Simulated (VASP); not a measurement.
Set up this calculation in VASP 6.6.1, as the native input.

```
Task                   : single point
Functional             : LDA
Potentials or basis    : VASP PAW LDA potentials, release 64 (Ag, Rh_pv)
Cutoff                 : 500 eV
k mesh                 : 9 × 9 × 5
Occupations            : fermi-dirac, width 0.05 eV
Spin                   : no spin polarisation
Dipole correction      : no
Further INCAR settings : ALGO = Normal; EDIFF = 1e-06; NBANDS = 20
```

The structure of AgRh lies in POSCAR:

```
AgRh
1.0
    2.7003063259      0.0000000000      0.0000000000
   -1.3501531629      2.3385338762      0.0000000000
    0.0000000000      0.0000000000      4.6748104726
Ag Rh
1 1
Direct
    0.0000000000      0.0000000000      0.5000000000
    0.6666666667      0.3333333333      0.0000000000
```

These files were run (other wordings do the same):

INCAR

```
SYSTEM = AgRh
PREC     = Accurate       ! precision mode
ENCUT    = 500            ! plane-wave cutoff, eV
EDIFF    = 1E-6           ! SCF threshold, eV
ISMEAR   = -1             ! smearing method
SIGMA    = 0.05           ! smearing width, eV
LREAL    = .False.        ! projectors in reciprocal space
LASPH    = .True.         ! aspherical terms in the spheres
NELM     = 120            ! most SCF steps
ALGO     = Normal         ! electronic algorithm
ISIF     = 2              ! what is computed and relaxed
LWAVE    = .False.        ! write WAVECAR
LCHARG   = .True.         ! write CHGCAR
GGA      = CA             ! functional
LELF     = .True.         ! ELF
LVHAR    = .True.       
NBANDS   = 20             ! bands
GGA_COMPAT= .False.
```

KPOINTS

```
Automatic mesh
0
Gamma
  9 9 5
  0 0 0
```

Potentials or basis: VASP PAW LDA potentials, release 64 (Ag, Rh_pv).

Run with:

```sh
$ cat potpaw_LDA.64/Ag/POTCAR potpaw_LDA.64/Rh_pv/POTCAR > POTCAR
$ mpirun -np 1 vasp_std > vasp.out
```

Results of the run:

| Quantity | Value |
| --- | --- |
| Pressure | -1.6 GPa |
| Band gap on the k mesh | zero (bands 13 and 14 overlap by 1.22 eV) |

It took 13 s on 1 thread of Intel(R) Xeon(R) Platinum 8259CL CPU @ 2.50GHz (Skylake/Cascade Lake), with other jobs on the host, peak memory 0.14 GiB.
